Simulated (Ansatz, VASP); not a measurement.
# Two plane-wave programs on TiAl

INCAR

```
SYSTEM = TiAl
ALGO = Fast
EDIFF = 1E-6
ENCUT = 520
GGA = PS
ISIF = 2
ISMEAR = 0
LASPH = .TRUE.
LCHARG = .TRUE.
LELF = .TRUE.
LREAL = .FALSE.
LVHAR = .TRUE.
LWAVE = .FALSE.
NBANDS = 14
NELM = 80
PREC = Accurate
SIGMA = 0.15
```

The input KPOINTS:

```
k-points
0
G
  16 16 16
  0 0 0
```

File POSCAR:

```
TiAl
1.0
    2.7854607559      0.0000000000      0.0000000000
    0.0000000000      2.7854607559      0.0000000000
    0.0000000000      0.0000000000      3.9436553382
Ti Al
1 1
Direct
    0.0000000000      0.0000000000      0.0000000000
    0.5000000000      0.5000000000      0.5000000000
```

Input for Ansatz:

```yaml
crystal:
  lattice:
    - [2.7854607559, 0.0, 0.0]
    - [0.0, 2.7854607559, 0.0]
    - [0.0, 0.0, 3.9436553382]
  atoms:
    - { symbol: Ti, position: [0.0, 0.0, 0.0] }
    - { symbol: Al, position: [0.5, 0.5, 0.5] }
basis:
  ecutwfc: 520.0
kpoints:
  mp_grid: { grid: [16, 16, 16] }
hamiltonian:
  xc: pbesol
  pseudopotentials: { kind: paw, azcp: { folder: soft_1 } }
scf:
  occupations: { method: gaussian, width: 0.15 }
output:
  forces: true
  stress: true
  eigenvalues: true
```

Alike in both runs: task single point; functional PBEsol; k mesh 16 × 16 × 16; occupations gaussian, width 0.15 eV; no spin polarisation.

|  | VASP | Ansatz |
| --- | --- | --- |
| version | VASP 6.6.1 | Ansatz 0.2.0 |
| potentials or method | VASP PAW PBE potentials, release 64 (Ti_sv, Al), cutoff 520 eV | scalar-relativistic, plane waves, PAW |
| valence electrons in the cell | 15 | 15 |

|  | VASP | Ansatz | Ansatz less VASP |
| --- | --- | --- | --- |
| gap on the k mesh at the Fermi level (eV) | none | none | - |
| pressure (GPa) | 3.9 | 3.9 | -0.06 |
| traceless stress, the component that is largest in VASP (GPa) | 1.08 | 1.06 | -0.016 |

VASP's potentials were made for PBE, not for PBEsol, and Ansatz warns of the same on its side. A gap of «none» marks a metal or a gap that the smearing closes.
